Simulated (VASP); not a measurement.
Crystal: MnO.

```
Mn O
1.0
     0.00000    2.19819    2.19819
     2.19819    0.00000    2.19819
     2.19819    2.19819    0.00000
Mn O
1 1
Direct
  0.00000 0.00000 0.00000
  0.50000 0.50000 0.50000
```

Base run:

```yaml
Program: VASP 6.6.1
Functional: PBE
Potentials_or_basis: VASP PAW PBE potentials, release 64 (Mn_pv, O)
Cutoff: 600 eV
k_mesh: 9 × 9 × 9
Occupations: gaussian, width 0.0965 eV
Spin: collinear spin, ferromagnetic start
Starting_moments: "[5.0, 0.0] μB"
```

Its results: pressure 3.9 GPa; net moment 4.69 μB per cell; site moments Mn +4.27; O +0.20 μB.

Question: The run is repeated on the same cell with these changes: moments at the start from [5.0, 0.0] to [0.21, 0.0]. What comes out?

Answer: Pressure -29.0 GPa; net moment -0.23 μB per cell; site moments Mn -0.28; O +0.06 μB.

Caveats: a cell with one magnetic atom can't hold antiferromagnetic order, which such compounds often take (some runs).
